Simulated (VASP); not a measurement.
# Ti (P6_3/mmc) in VASP: notebook

Runs on Ti. Level: PBEsol. Tasks: single point.

All numbers are computed with VASP 6.6.1; they aren't measurements. Logs are shortened: lines on timing, memory, paths and dates and some standing lists are left out, and cuts for length are marked.

## Step 1: The cell of the first run

It takes space group P6_3/mmc (No. 194, hexagonal). The conventional cell has a = 2.950 Å, b = 2.950 Å, c = 4.680 Å, α = 90.00°, β = 90.00°, γ = 120.00°. Ti (site symmetry -6m2) has 12 Ti at 2.89 to 2.95 Å within 3.8 Å.

## Step 2: Single point, PBEsol

File INCAR:

```
SYSTEM = Ti
PREC = Accurate ; ENCUT = 520
EDIFF = 1E-7 ; ISMEAR = 1
SIGMA = 0.05 ; LREAL = .False.
LASPH = .True. ; NELM = 80
ALGO = Normal ; ISIF = 2
LWAVE = .False. ; LCHARG = .False.
GGA = PS ; NBANDS = 19
```

File KPOINTS:

```
Automatic mesh
0
Gamma
  12 12 7
  0 0 0
```

File POSCAR:

```
Ti
1.0
    2.9500000000      0.0000000000      0.0000000000
   -1.4750000000      2.5547749412      0.0000000000
    0.0000000000      0.0000000000      4.6800000000
Ti
2
Direct
    0.3333330000      0.6666670000      0.2500000000
    0.6666670000      0.3333330000      0.7500000000
```

Potentials or basis: VASP PAW PBE potentials, release 64 (Ti_sv).

On the command line:

```bash
$ cat potpaw_PBE.64/Ti_sv/POTCAR > POTCAR
$ mpirun -np 1 vasp_std > vasp.out
```

OUTCAR:

```text
SYSTEM = Ti
   PREC = Accurate
   ENCUT = 520
   EDIFF = 1E-7
   ISMEAR = 1
   LREAL = .False.
   LASPH = .True.
   NELM = 80
   ISIF = 2
   GGA = PS

 ion  position               nearest neighbor table
   1  0.333  0.667  0.250-   2 2.89   2 2.89   2 2.89   2 2.89   2 2.89   2 2.89
   2  0.667  0.333  0.750-   1 2.89   1 2.89   1 2.89   1 2.89   1 2.89   1 2.89

  LATTYP: Found a hexagonal cell.
 ALAT       =     2.9500000000
 C/A-ratio  =     1.5864406780

  Lattice vectors:

 A1 = (   2.9500000000,   0.0000000000,   0.0000000000)
 A2 = (  -1.4750000000,   2.5547749412,   0.0000000000)
 A3 = (   0.0000000000,   0.0000000000,   4.6800000000)

Analysis of symmetry for initial positions (statically):
=====================================================================
 Subroutine PRICEL returns:
 Original cell was already a primitive cell.

 Routine SETGRP: Setting up the symmetry group for a
 hexagonal supercell.

 Subroutine GETGRP returns: Found 24 space group operations
 (whereof 12 operations were pure point group operations)
 out of a pool of 24 trial point group operations.

The static configuration has the point symmetry D_3d.
 The point group associated with its full space group is D_6h.

Analysis of symmetry for dynamics (positions and initial velocities):
=====================================================================
 Subroutine PRICEL returns:
 Original cell was already a primitive cell.

 Routine SETGRP: Setting up the symmetry group for a
 hexagonal supercell.

 Subroutine GETGRP returns: Found 24 space group operations
 (whereof 12 operations were pure point group operations)
 out of a pool of 24 trial point group operations.

The dynamic configuration has the point symmetry D_3d.
 The point group associated with its full space group is D_6h.

 Subroutine INISYM returns: Found 24 space group operations
 (whereof 12 operations are pure point group operations),
 and found     1 'primitive' translations

----------------------------------------------------------------------------------------

                                     Primitive cell

  volume of cell :      35.2712

  direct lattice vectors                    reciprocal lattice vectors
     2.950000000  0.000000000  0.000000000     0.338983051  0.195711956  0.000000000
    -1.475000000  2.554774941  0.000000000     0.000000000  0.391423911  0.000000000
     0.000000000  0.000000000  4.680000000     0.000000000  0.000000000  0.213675214

  length of vectors
     2.950000000  2.950000000  4.680000000     0.391423911  0.391423911  0.213675214

  position of ions in fractional coordinates (direct lattice)
     0.333333000  0.666667000  0.250000000
     0.666667000  0.333333000  0.750000000

  ion indices of the primitive-cell ions
   primitive index   ion index
                 1           1
                 2           2

----------------------------------------------------------------------------------------

 KPOINTS: Automatic mesh

Automatic generation of k-mesh.
 Grid dimensions read from file:
 generate k-points for:   12   12    7

 Generating k-lattice:

  Cartesian coordinates                     Fractional coordinates (reciprocal lattice)
     0.028248588  0.016309330  0.000000000     0.083333333 -0.000000000  0.000000000
     0.000000000  0.032618659  0.000000000     0.000000000  0.083333333  0.000000000
     0.000000000  0.000000000  0.030525031     0.000000000  0.000000000  0.142857143

  Length of vectors
     0.032618659  0.032618659  0.030525031

  Shift w.r.t. Gamma in fractional coordinates (k-lattice)
     0.000000000  0.000000000  0.000000000

 Subroutine IBZKPT returns following result:
 ===========================================

 Found     76 irreducible k-points:

 Following reciprocal coordinates:
            Coordinates               Weight
  0.000000  0.000000  0.000000      1.000000
  0.083333  0.000000  0.000000      6.000000
  0.166667  0.000000  0.000000      6.000000
  0.250000  0.000000  0.000000      6.000000
  0.333333 -0.000000  0.000000      6.000000
  0.416667 -0.000000  0.000000      6.000000
[... 16 lines left out ...]
  0.250000  0.000000  0.142857     12.000000
  0.333333 -0.000000  0.142857     12.000000
 [... further k-points ...]
   k-points           NKPTS =     76   k-points in BZ     NKDIM =     76   number of bands    NBANDS=     19
   number of dos      NEDOS =    301   number of ions     NIONS =      2
   total plane-waves  NPLWV =  20736
   dimension x,y,z NGX =    24 NGY =   24 NGZ =   36
   dimension x,y,z NGXF=    48 NGYF=   48 NGZF=   72
   ions per type =               2
   NGX,Y,Z   is equivalent  to a cutoff of  13.53, 13.53, 12.79 a.u.
   NGXF,Y,Z  is equivalent  to a cutoff of  27.05, 27.05, 25.58 a.u.
 SYSTEM =  Ti
   PREC   = accura    normal or accurate (medium, high low for compatibility)
   ISTART =      0    job   : 0-new  1-cont  2-samecut
   ICHARG =      2    charge: 1-file 2-atom 10-const
   ISPIN  =      1    spin polarized calculation?
   LNONCOLLINEAR =      F non collinear calculations
   LSORBIT =      F    spin-orbit coupling
   LASPH  =      T    aspherical Exc in radial PAW
   ENCUT  =  520.0 eV  38.22 Ry    6.18 a.u.   5.49  5.49  8.70*2*pi/ulx,y,z
   NELM   =     80;   NELMIN=  2; NELMDL= -5     # of ELM steps
   EDIFF  = 0.1E-06   stopping-criterion for ELM
   LREAL  =      F    real-space projection
   EDIFFG = 0.1E-05   stopping-criterion for IOM
   NSW    =      0    number of steps for IOM
   IBRION =     -1    ionic relax: 0-MD 1-quasi-New 2-CG
   NFREE  =      0    steps in history (QN), initial steepest desc. (CG)
   ISIF   =      2    stress and relaxation
   ISYM   =      2    0-nonsym 1-usesym 2-fastsym
   POTIM  = 0.5000    time-step for ionic-motion
   TEBEG  =    0.0;   TEEND  =   0.0 temperature during run
   PSTRESS=    0.0 pullay stress
   NELECT =      24.0000    total number of electrons
   NUPDOWN=      -1.0000    fix difference up-down
   EMIN   =  10.00;   EMAX   =-10.00  energy-range for DOS
   EFERMI =   0.00;   METHOD = LEGACY
   ISMEAR =     1;   SIGMA  =   0.05  broadening in eV -4-tet -1-fermi 0-gaus
   EFERMI_NEDOS =   21; number of points for ismear=-14 and -15
   IALGO  =     38    algorithm
   IMIX   =      4    mixing-type and parameters
     AMIX     =   0.40;   BMIX     =  1.00
     AMIX_MAG =   1.60;   BMIX_MAG =  1.00
  volume/ion in A,a.u.               =      17.64       119.01
  Fermi-wavevector in a.u.,A,eV,Ry     =   1.439920  2.721055 28.209912  2.073370
  Thomas-Fermi vector in A             =   2.558722
   LORBIT       =      0    0 simple, 1 ext, 2 COOP (PROOUT), +10 PAW based schemes
   GGA     = PS    functional components
   LHFCALC =     F    Hartree Fock is set to
   AEXX    =    0.0000 exact exchange contribution
   IVDW    =     0    specifies the selected vdW correction
   LEPSILON=     F    determine dielectric tensor
   LRPA    =     F    only Hartree local field effects (RPA)
 non-spin polarized calculation
 Methfessel and Paxton  Order N= 1 SIGMA  =   0.05
  energy-cutoff  :      520.00
  volume of cell :       35.27
 maximum number of plane-waves:       973
 NGX is ok and might be reduce to    24
   NGX = 11   NGY = 11   NGZ = 17

 number of electron      24.0000002 magnetization

 Free energy of the ion-electron system (eV)
  ---------------------------------------------------
  ext. energy  EPLUGINS =         0.00000000
  ---------------------------------------------------
  free energy    TOTEN  =       -16.64161769 eV

  energy without entropy =      -16.64129394  energy(sigma->0) =      -16.64150977

 E-fermi :   8.0548     XC(G=0): -11.5626

 val. band max:        8.0391365633   @ k =   0.0000   0.0000   0.4286
 cond. band min:       8.0552665057   @ k =   0.2500   0.2500   0.4286
 fundamental gap:      0.0161299424
 Fermi energy:         8.0547923622

 k-point     1 :       0.0000    0.0000    0.0000
  band No.  band energies     occupation
      1     -48.6093      2.00000
      2     -48.4789      2.00000
      3     -25.2835      2.00000
      4     -24.6610      2.00000
      5     -24.6610      2.00000
      6     -24.6019      2.00000
[... 11 lines left out ...]
     18       9.6433      0.00000
     19      11.1447      0.00000

 k-point     2 :       0.0833    0.0000    0.0000
  band No.  band energies     occupation
      1     -48.6027      2.00000
      2     -48.4763      2.00000
      3     -25.2688      2.00000
      4     -24.6911      2.00000
      5     -24.6710      2.00000
      6     -24.6081      2.00000
[... 11 lines left out ...]
     18       9.5383      0.00000
     19      11.2001      0.00000

 k-point     3 :       0.1667    0.0000    0.0000
  band No.  band energies     occupation
      1     -48.5845      2.00000
      2     -48.4695      2.00000
      3     -25.2270      2.00000
      4     -24.7738      2.00000
      5     -24.6976      2.00000
      6     -24.6795      2.00000
[... 11 lines left out ...]
     18       9.7606      0.00000
     19      11.3162      0.00000

 k-point     4 :       0.2500    0.0000    0.0000
  band No.  band energies     occupation
      1     -48.5584      2.00000
      2     -48.4613      2.00000
      3     -25.1640      2.00000
      4     -24.8881      2.00000
      5     -24.7903      2.00000
      6     -24.7324      2.00000
[... 11 lines left out ...]
     18      10.2660      0.00000
     19      11.4247      0.00000

 k-point     5 :       0.3333   -0.0000    0.0000
  band No.  band energies     occupation
      1     -48.5301      2.00000
      2     -48.4552      2.00000
      3     -25.0899      2.00000
      4     -25.0032      2.00000
      5     -24.8971      2.00000
      6     -24.7660      2.00000
[... 11 lines left out ...]
     18      10.8351      0.00000
     19      11.4991      0.00000

 k-point     6 :       0.4167   -0.0000    0.0000
  band No.  band energies     occupation
      1     -48.5065      2.00000
      2     -48.4534      2.00000
      3     -25.0876      2.00000
      4     -25.0211      2.00000
      5     -24.9732      2.00000
      6     -24.7901      2.00000
[... 11 lines left out ...]
     18      11.5300      0.00000
     19      11.5393      0.00000

 k-point     7 :       0.5000    0.0000    0.0000
  band No.  band energies     occupation
      1     -48.4965      2.00000
      2     -48.4541      2.00000
      3     -25.1185      2.00000
      4     -25.0007      2.00000
      5     -24.9887      2.00000
      6     -24.7988      2.00000
[... 11 lines left out ...]
     18      11.5671      0.00000
     19      12.3413      0.00000

 k-point     8 :       0.0833    0.0833    0.0000
  band No.  band energies     occupation
      1     -48.5903      2.00000
      2     -48.4716      2.00000
      3     -25.2406      2.00000
      4     -24.7415      2.00000
      5     -24.7030      2.00000
      6     -24.6414      2.00000
[... 256 lines left out ...]
 k-point    20 :       0.0000    0.0000    0.1429
  band No.  band energies     occupation
      1     -48.6029      2.00000
      2     -48.4854      2.00000
      3     -25.2510      2.00000
      4     -24.6562      2.00000
      5     -24.6562      2.00000
      6     -24.6370      2.00000
[... 11 lines left out ...]
     18       9.8253      0.00000
     19      11.1524      0.00000

 k-point    21 :       0.0833    0.0000    0.1429
  band No.  band energies     occupation
      1     -48.5965      2.00000
      2     -48.4826      2.00000
      3     -25.2382      2.00000
      4     -24.6856      2.00000
      5     -24.6659      2.00000
      6     -24.6523      2.00000
[... 11 lines left out ...]
     18       9.7789      0.00000
     19      11.1972      0.00000

 k-point    22 :       0.1667    0.0000    0.1429
  band No.  band energies     occupation
      1     -48.5788      2.00000
      2     -48.4752      2.00000
      3     -25.2024      2.00000
      4     -24.7662      2.00000
      5     -24.7154      2.00000
      6     -24.6918      2.00000
[... 11 lines left out ...]
     18       9.8232      0.00000
     19      11.2901      0.00000

 k-point    23 :       0.2500    0.0000    0.1429
  band No.  band energies     occupation
      1     -48.5536      2.00000
      2     -48.4661      2.00000
      3     -25.1526      2.00000
      4     -24.8743      2.00000
      5     -24.8174      2.00000
      6     -24.7258      2.00000
[... 11 lines left out ...]
     18      10.2129      0.00000
     19      11.3758      0.00000

 k-point    24 :       0.3333   -0.0000    0.1429
  band No.  band energies     occupation
      1     -48.5264      2.00000
      2     -48.4589      2.00000
      3     -25.1141      2.00000
      4     -24.9669      2.00000
      5     -24.9153      2.00000
      6     -24.7587      2.00000
[... 11 lines left out ...]
     18      10.7363      0.00000
     19      11.4410      0.00000

 [... further k-points ...]
[... 5 lines left out ...]
  --------------------------------------------------------------------------------------
  -------------------------------------------------------------------------------------
  Total       -1.2689690     -1.2689690     -1.3742659     -0.0000000     -0.0000000      0.0000000
  in kB      -57.6422710    -57.6422710    -62.4253292     -0.0000000     -0.0000000      0.0000000
  external PRESSURE =     -59.2366237 kB  Pullay stress =       0.0000000 kB

 VOLUME and BASIS-vectors are now :
 -----------------------------------------------------------------------------
  energy-cutoff  :      520.00
  volume of cell :       35.27
      direct lattice vectors                 reciprocal lattice vectors
     2.950000000  0.000000000  0.000000000     0.338983051  0.195711956  0.000000000
    -1.475000000  2.554774941  0.000000000     0.000000000  0.391423911  0.000000000
     0.000000000  0.000000000  4.680000000     0.000000000  0.000000000  0.213675214

 POSITION                                       TOTAL-FORCE (eV/Angst)
 -----------------------------------------------------------------------------------
     -0.00000      1.70318      1.17000         0.000000      0.000000      0.000000
      1.47500      0.85159      3.51000        -0.000000     -0.000000      0.000000
 -----------------------------------------------------------------------------------
    total drift:                               -0.002340      0.001351     -0.000677

  FREE ENERGIE OF THE ION-ELECTRON SYSTEM (eV)
  ---------------------------------------------------
  free  energy   TOTEN  =       -16.6416176927 eV

  energy  without entropy=      -16.6412939359  energy(sigma->0) =      -16.64150977
```

Wall time 47 s (1 thread of AMD EPYC 7R43 (Zen 3), shared host); peak memory 0.14 GiB.

What came out:

```yaml
Free_energy: -16.6416 eV
Pressure: -5.9 GPa
Band_gap_on_the_k_mesh: zero (band 12 reaches 8.81 eV, above the bottom of band 13 at 7.76 eV)
```

Stress tensor (GPa, compression positive):
```
-5.76  0.00  0.00
 0.00 -5.76  0.00
 0.00  0.00 -6.24
```

Caveat: the PAW data sets were made with another functional, which shifts forces and pressure a little.

[end of part 1 of 2]
